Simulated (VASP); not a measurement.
SiMo3: relaxation of cell and atoms with PBEsol

The system is SiMo3.

```
Si Mo
1.0
     4.86159    0.00000    0.00000
     0.00000    4.86159    0.00000
     0.00000    0.00000    4.86159
Si Mo
2 6
Direct
  0.00000 0.00000 0.00000
  0.50000 0.50000 0.50000
  0.25000 0.00000 0.50000
  0.50000 0.75000 0.00000
  0.75000 0.00000 0.50000
  0.50000 0.25000 0.00000
  0.00000 0.50000 0.75000
  0.00000 0.50000 0.25000
```

| Quantity | Value |
| --- | --- |
| Program | VASP 6.6.1 |
| Task | relaxation of cell and atoms |
| Functional | PBEsol |
| Potentials or basis | VASP PAW PBE potentials, release 64 (Si, Mo_sv) |
| Cutoff | 600 eV |
| k mesh | 8 × 8 × 8 |
| Occupations | fermi-dirac, width 0.15 eV |
| Spin | no spin polarisation |
| Dipole correction | no |
| Further INCAR settings | ALGO = Fast; EDIFF = 1e-06; IBRION = 2; EDIFFG = -0.001; NSW = 80; ISIF = 3 |

```json
{
 "Relaxed volume": "14.40 Å³/atom",
 "Relaxed cell": "a = 4.866 Å, b = 4.866 Å, c = 4.866 Å, α = 90.00°, β = 90.00°, γ = 90.00°",
 "Space group after relaxing (to 0.1 Å)": "Pm-3n (No. 223)",
 "Energy gained by relaxing": "0.1 meV/atom",
 "Ionic steps": "3",
 "Pressure after relaxing": "0.0 GPa",
 "Band gap on the k mesh": "zero (bands 46 and 47 overlap by 2.48 eV)"
}
```

The path:
```csv
step,energy change (eV),largest force (eV/Å),pressure (GPa),volume (Å³)
1,0.0000,0.0000,0.78,114.90
2,0.0043,0.0000,-1.90,116.06
3,-0.0008,0.0000,-0.01,115.23
```

Final structure:
```cif
data_structure
_symmetry_space_group_name_H-M 'P 1'
_symmetry_Int_Tables_number 1
_cell_length_a 4.8662
_cell_length_b 4.8662
_cell_length_c 4.8662
_cell_angle_alpha 90.000
_cell_angle_beta 90.000
_cell_angle_gamma 90.000
_cell_volume 115.23
loop_
_atom_site_label
_atom_site_type_symbol
_atom_site_fract_x
_atom_site_fract_y
_atom_site_fract_z
_atom_site_occupancy
Si1 Si 0.00000 0.00000 0.00000 1
Si2 Si 0.50000 0.50000 0.50000 1
Mo1 Mo 0.25000 0.00000 0.50000 1
Mo2 Mo 0.50000 0.75000 0.00000 1
Mo3 Mo 0.75000 0.00000 0.50000 1
Mo4 Mo 0.50000 0.25000 0.00000 1
Mo5 Mo 0.00000 0.50000 0.75000 1
Mo6 Mo 0.00000 0.50000 0.25000 1
```

Levels at points of the mesh, in eV from the Fermi level:
```
           k point  band 44  band 45  band 46  band 47  band 48  band 49
(0.00, 0.00, 0.00)    -1.59     1.28     1.28     1.28     2.12     2.43
(0.50, 0.00, 0.00)    -1.72     0.27     0.27     0.95     0.95     1.55
(0.50, 0.50, 0.00)    -0.87    -0.87    -0.77    -0.71    -0.52    -0.09
(0.50, 0.50, 0.50)    -1.20    -1.20    -1.20    -1.20    -1.20     1.30
```

Run time: 12 min on 1 thread of Intel(R) Xeon(R) 6975P-C (Granite Rapids) (shared host), peak memory 0.37 GiB.

Caveat: the PAW data sets were made with another functional, which shifts forces and pressure a little.
